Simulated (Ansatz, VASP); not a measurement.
**One calculation of Mg2Cd3Se5, two programs**

```
Mg Cd Se
1.0
    -2.06005    2.06005   14.56676
     2.06005   -2.06005   14.56676
     2.06005    2.06005  -14.56676
Mg Cd Se
2 3 5
Direct
  0.70000 0.70000 0.00000
  0.30000 0.30000 0.00000
  0.90000 0.90000 0.00000
  0.50000 0.50000 0.00000
  0.10000 0.10000 0.00000
  0.00000 0.00000 0.00000
  0.60000 0.60000 0.00000
  0.20000 0.20000 0.00000
  0.80000 0.80000 0.00000
  0.40000 0.40000 0.00000
```

Alike in both runs: task single point; functional PBE; k mesh 6 × 6 × 6; occupations gaussian, width 0.1 eV; no spin polarisation.

|  | VASP | Ansatz |
| --- | --- | --- |
| version | VASP 6.6.1 | Ansatz 0.2.0 |
| potentials or method | VASP PAW PBE potentials, release 64 (Mg, Cd, Se), cutoff 520 eV | scalar-relativistic, plane waves, PAW |
| valence electrons in the cell | 70 | 160 |

|  | VASP | Ansatz | Ansatz less VASP |
| --- | --- | --- | --- |
| pressure (GPa) | -4.2 | -4.3 | -0.12 |
| traceless stress, the component that is largest in VASP (GPa) | 0.09 | 0.09 | -0.001 |
| rms of the force components (eV/Å) | 0.084 | 0.077 | -0.0065 |

Atom by atom the forces differ by 0.007 eV/Å (rms over components). VASP's potentials hold 70 valence electrons a cell and Ansatz's 160, so a difference there can come from the potentials and not from the codes.
